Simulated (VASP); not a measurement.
# WC (P-6m2) in VASP: a series of runs, part 2 of 2

VASP 6.6.1. Earlier steps stand in the parts before.

## 5. Relaxation of shape and atoms at fixed volume, PBEsol (9.98 Å³/atom)

This run uses another cell than the first one, of 9.98 Å³/atom.

INCAR

```
SYSTEM = WC
PREC = Accurate
ENCUT = 600
EDIFF = 1E-7
ISMEAR = 0
SIGMA = 0.1
LREAL = .False.
LASPH = .True.
NELM = 120
ALGO = Normal
ISIF = 4
LWAVE = .False.
LCHARG = .False.
GGA = PS
IBRION = 2
NSW = 50
EDIFFG = -0.01
GGA_COMPAT = .False.
NELMIN = 4
```

KPOINTS

```
Automatic mesh
0
Gamma
  18 18 14
  0 0 0
```

POSCAR

```
WC
1.0
    2.8691313296      0.0000000000      0.0000000000
   -1.4345656648      2.4847406182      0.0000000000
    0.0000000000      0.0000000000      2.7992143320
W C
1 1
Direct
    0.0000000000      0.0000000000      0.0000000000
    0.6666666667      0.3333333333      0.5000000000
```

Potentials or basis: VASP PAW PBE potentials, release 64 (W_sv, C).

Run with:

```bash
$ cat potpaw_PBE.64/W_sv/POTCAR potpaw_PBE.64/C/POTCAR > POTCAR
$ mpirun -np 1 vasp_std > vasp.out
```

OUTCAR:

```text
SYSTEM = WC
   PREC = Accurate
   ENCUT = 600
   EDIFF = 1E-7
   ISMEAR = 0
   LREAL = .False.
   LASPH = .True.
   NELM = 120
   ISIF = 4
   GGA = PS
   IBRION = 2
   NSW = 50
   EDIFFG = -0.01
   NELMIN = 4

 ion  position               nearest neighbor table
   1  0.000  0.000  0.000-   2 2.17   2 2.17   2 2.17   2 2.17   2 2.17   2 2.17
   2  0.667  0.333  0.500-   1 2.17   1 2.17   1 2.17   1 2.17   1 2.17   1 2.17

  LATTYP: Found a hexagonal cell.
 ALAT       =     2.8691313296
 C/A-ratio  =     0.9756313011

  Lattice vectors:

 A1 = (   2.8691313296,   0.0000000000,   0.0000000000)
 A2 = (  -1.4345656648,   2.4847406182,   0.0000000000)
 A3 = (   0.0000000000,   0.0000000000,   2.7992143320)

Analysis of symmetry for initial positions (statically):
=====================================================================
 Subroutine PRICEL returns:
 Original cell was already a primitive cell.

 Routine SETGRP: Setting up the symmetry group for a
 hexagonal supercell.

 Subroutine GETGRP returns: Found 12 space group operations
 (whereof 12 operations were pure point group operations)
 out of a pool of 24 trial point group operations.

The static configuration has the point symmetry D_3h.

Analysis of symmetry for dynamics (positions and initial velocities):
=====================================================================
 Subroutine PRICEL returns:
 Original cell was already a primitive cell.

 Routine SETGRP: Setting up the symmetry group for a
 hexagonal supercell.

 Subroutine GETGRP returns: Found 12 space group operations
 (whereof 12 operations were pure point group operations)
 out of a pool of 24 trial point group operations.

The dynamic configuration has the point symmetry D_3h.

 Subroutine INISYM returns: Found 12 space group operations
 (whereof 12 operations are pure point group operations),
 and found     1 'primitive' translations

----------------------------------------------------------------------------------------

                                     Primitive cell

  volume of cell :      19.9557

  direct lattice vectors                    reciprocal lattice vectors
     2.869131330  0.000000000  0.000000000     0.348537549  0.201228247  0.000000000
    -1.434565665  2.484740618  0.000000000     0.000000000  0.402456495  0.000000000
     0.000000000  0.000000000  2.799214332     0.000000000  0.000000000  0.357243098

  length of vectors
     2.869131330  2.869131330  2.799214332     0.402456495  0.402456495  0.357243098

  position of ions in fractional coordinates (direct lattice)
     0.000000000  0.000000000  0.000000000
     0.666666667  0.333333333  0.500000000

  ion indices of the primitive-cell ions
   primitive index   ion index
                 1           1
                 2           2

----------------------------------------------------------------------------------------

 KPOINTS: Automatic mesh

Automatic generation of k-mesh.
 Grid dimensions read from file:
[... 54 lines left out ...]
   NGXF,Y,Z  is equivalent  to a cutoff of  27.81, 27.81, 28.51 a.u.
 SYSTEM =  WC
   PREC   = accura    normal or accurate (medium, high low for compatibility)
   ISTART =      0    job   : 0-new  1-cont  2-samecut
   ICHARG =      2    charge: 1-file 2-atom 10-const
   ISPIN  =      1    spin polarized calculation?
   LNONCOLLINEAR =      F non collinear calculations
   LSORBIT =      F    spin-orbit coupling
   LASPH  =      T    aspherical Exc in radial PAW
   ENCUT  =  600.0 eV  44.10 Ry    6.64 a.u.   5.73  5.73  5.59*2*pi/ulx,y,z
   NELM   =    120;   NELMIN=  4; NELMDL= -5     # of ELM steps
   EDIFF  = 0.1E-06   stopping-criterion for ELM
   LREAL  =      F    real-space projection
   EDIFFG = -.1E-01   stopping-criterion for IOM
   NSW    =     50    number of steps for IOM
   IBRION =      2    ionic relax: 0-MD 1-quasi-New 2-CG
   NFREE  =      1    steps in history (QN), initial steepest desc. (CG)
   ISIF   =      4    stress and relaxation
   ISYM   =      2    0-nonsym 1-usesym 2-fastsym
   POTIM  = 0.5000    time-step for ionic-motion
   TEBEG  =    0.0;   TEEND  =   0.0 temperature during run
   PSTRESS=    0.0 pullay stress
   NELECT =      18.0000    total number of electrons
   NUPDOWN=      -1.0000    fix difference up-down
   EMIN   =  10.00;   EMAX   =-10.00  energy-range for DOS
   EFERMI =   0.00;   METHOD = LEGACY
   ISMEAR =     0;   SIGMA  =   0.10  broadening in eV -4-tet -1-fermi 0-gaus
   EFERMI_NEDOS =   21; number of points for ismear=-14 and -15
   IALGO  =     38    algorithm
   IMIX   =      4    mixing-type and parameters
     AMIX     =   0.40;   BMIX     =  1.00
     AMIX_MAG =   1.60;   BMIX_MAG =  1.00
  volume/ion in A,a.u.               =       9.98        67.33
  Fermi-wavevector in a.u.,A,eV,Ry     =   1.581769  2.989110 34.041693  2.501994
  Thomas-Fermi vector in A             =   2.681794
   LORBIT       =      0    0 simple, 1 ext, 2 COOP (PROOUT), +10 PAW based schemes
   GGA     = PS    functional components
   LHFCALC =     F    Hartree Fock is set to
   AEXX    =    0.0000 exact exchange contribution
   IVDW    =     0    specifies the selected vdW correction
   LEPSILON=     F    determine dielectric tensor
   LRPA    =     F    only Hartree local field effects (RPA)
 conjugate gradient relaxation of ions
 non-spin polarized calculation
 Gauss-broadening in eV      SIGMA  =   0.10
  energy-cutoff  :      600.00
  volume of cell :       19.96
 maximum number of plane-waves:       678
 NGX is ok and might be reduce to    24
   NGX = 11   NGY = 11   NGZ = 11

--------------------------------------- Ionic step        1  -------------------------------------------

 number of electron      18.0000000 magnetization

 Free energy of the ion-electron system (eV)
  ---------------------------------------------------
  ext. energy  EPLUGINS =         0.00000000
  ---------------------------------------------------
  free energy    TOTEN  =       -23.87079220 eV

  energy without entropy =      -23.86963133  energy(sigma->0) =      -23.87021177

------------------------ aborting loop because EDIFF is reached ----------------------------------------

  FORCE on cell =-STRESS in cart. coord.  units (eV):
  Direction    XX          YY          ZZ          XY          YZ          ZX
  --------------------------------------------------------------------------------------
  -------------------------------------------------------------------------------------
  Total        1.7301471      1.7301471      2.0368662      0.0000000     -0.0000000      0.0000000
  in kB      138.9075852    138.9075852    163.5330167      0.0000000     -0.0000000      0.0000000
  external PRESSURE =     147.1160624 kB  Pullay stress =       0.0000000 kB
[... 59 lines left out ...]
--------------------------------------- Ionic step        3  -------------------------------------------

 number of electron      18.0000000 magnetization

 Free energy of the ion-electron system (eV)
  ---------------------------------------------------
  ext. energy  EPLUGINS =         0.00000000
  ---------------------------------------------------
  free energy    TOTEN  =       -23.87110657 eV

  energy without entropy =      -23.86996763  energy(sigma->0) =      -23.87053710

 E-fermi :  11.5093     XC(G=0): -14.1462

 val. band max:       11.4889591812   @ k =   0.4444   0.0000   0.4286
 cond. band min:      11.5288233752   @ k =   0.3333   0.2222   0.0000
 fundamental gap:      0.0398641940
 Fermi energy:        11.5092987565

 k-point     1 :       0.0000    0.0000    0.0000
  band No.  band energies     occupation
      1     -62.3537      2.00000
      2     -26.3458      2.00000
      3     -26.2183      2.00000
      4     -26.2183      2.00000
      5      -3.2301      2.00000
      6       6.9353      2.00000
      7       8.0214      2.00000
      8       8.0214      2.00000
      9      11.5990      0.20485
     10      14.9065      0.00000
     11      14.9065      0.00000
     12      17.3641      0.00000
     13      17.3641      0.00000
[... 354 lines left out ...]
  band No.  band energies     occupation
      1     -62.2823      2.00000
      2     -27.1085      2.00000
      3     -26.5045      2.00000
      4     -26.2134      2.00000
      5       0.3253      2.00000
      6       4.4343      2.00000
      7       7.7115      2.00000
      8       7.7904      2.00000
      9      11.0118      2.00000
     10      13.3767      0.00000
     11      15.2507      0.00000
     12      16.6132      0.00000
     13      19.3367      0.00000

 [... further k-points ...]

------------------------ aborting loop because EDIFF is reached ----------------------------------------

  FORCE on cell =-STRESS in cart. coord.  units (eV):
  Direction    XX          YY          ZZ          XY          YZ          ZX
  --------------------------------------------------------------------------------------
  -------------------------------------------------------------------------------------
  Total        1.8151826      1.8151826      1.8153812      0.0000000     -0.0000000      0.0000000
  in kB      145.7347937    145.7347937    145.7507453      0.0000000     -0.0000000      0.0000000
  external PRESSURE =     145.7401109 kB  Pullay stress =       0.0000000 kB
[... 17 lines left out ...]
  FREE ENERGIE OF THE ION-ELECTRON SYSTEM (eV)
  ---------------------------------------------------
  free  energy   TOTEN  =       -23.8711065654 eV

  energy  without entropy=      -23.8699676281  energy(sigma->0) =      -23.87053710

 reached required accuracy - stopping structural energy minimisation
```

CONTCAR:

```text
WC
   1.00000000000000
     2.8661900503713902   -0.0000000000000000    0.0000000000000000
    -1.4330950251856951    2.4821933956674762   -0.0000000000000000
    -0.0000000000000000   -0.0000000000000000    2.8049623775322670
  W               C
     1     1
Direct
     0.0000000000000000    0.0000000000000000    0.0000000000000000
     0.6666666667000030    0.3333333332999970    0.5000000000000000

  0.00000000E+00  0.00000000E+00  0.00000000E+00
  0.00000000E+00  0.00000000E+00  0.00000000E+00
```

Run time: 2.4 min. Hardware: 1 thread of Intel Xeon 8259CL, shared host; peak memory 0.23 GiB.

Results:

| Quantity | Value |
| --- | --- |
| Free energy | -23.8711 eV |
| Energy gained by relaxing | 0.2 meV/atom |
| Ionic steps | 3 |
| Pressure after relaxing | 14.6 GPa |
| Band gap on the k mesh | zero (bands 9 and 10 overlap by 1.29 eV) |

The path:
```tsv
step	energy change (eV)	largest force (eV/Å)	pressure (GPa)	volume (Å³)
1	0.0000	0.0000	14.71	19.96
2	0.0003	0.0000	14.39	19.96
3	-0.0003	0.0000	14.57	19.96
```

Final structure:
```yaml
crystal:
  lattice:
    - [2.86619, 0.00000, 0.00000]
    - [-1.43310, 2.48219, 0.00000]
    - [0.00000, 0.00000, 2.80496]
  atoms:
    - { symbol: W, position: [0.00000, 0.00000, 0.00000] }
    - { symbol: C, position: [0.66667, 0.33333, 0.50000] }
```

Levels at points of the mesh, in eV from the Fermi level:
```
           k point  band 6  band 7  band 8  band 9  band 10  band 11  band 12  band 13
(0.00, 0.00, 0.00)   -4.57   -3.49   -3.49    0.09     3.40     3.40     5.85     5.85
(0.50, 0.00, 0.00)   -7.22   -3.83   -3.79   -0.45     2.43     4.79     5.20     7.08
(0.00, 0.00, 0.50)   -8.94   -2.09   -2.09   -0.66    -0.66     3.80     4.64     4.64
(0.50, 0.00, 0.50)   -6.73   -4.51   -4.28    0.36     4.71     5.61     7.01     9.63
```

Caveat: the PAW data sets were made with another functional, which shifts forces and pressure a little; spin-orbit coupling is left out, which moves the levels of the heavy elements.

## 6. Summary

| task | cell | gap on the mesh (eV) | pressure (GPa) |
| --- | --- | --- | --- |
| single point | a = 2.930, b = 2.930, c = 2.851 Å, angles 90.0, 90.0, 120.0°, 2 atoms | none | -10.2 |
| single point | a = 2.960, b = 2.960, c = 2.873 Å, angles 90.0, 90.0, 120.0°, 2 atoms | none | -20.0 |
| relaxation of shape and atoms at fixed volume | relaxed from a = 2.837, b = 2.837, c = 2.775 Å, angles 90.0, 90.0, 120.0°, 2 atoms | none | 30.3 |
| relaxation of shape and atoms at fixed volume | relaxed from a = 2.869, b = 2.869, c = 2.799 Å, angles 90.0, 90.0, 120.0°, 2 atoms | none | 14.6 |

Alike in all rows: level PBEsol; potentials or basis VASP PAW PBE potentials, release 64 (W_sv, C); no spin polarisation; k mesh 18 × 18 × 14; cutoff (eV) 600; smearing gaussian 0.1 eV.

Caveats: the PAW data sets were made with another functional, which shifts forces and pressure a little; spin-orbit coupling is left out, which moves the levels of the heavy elements; the cell stands under tension (at least some runs).

Absolute energies hang on the potentials; compare differences alone.
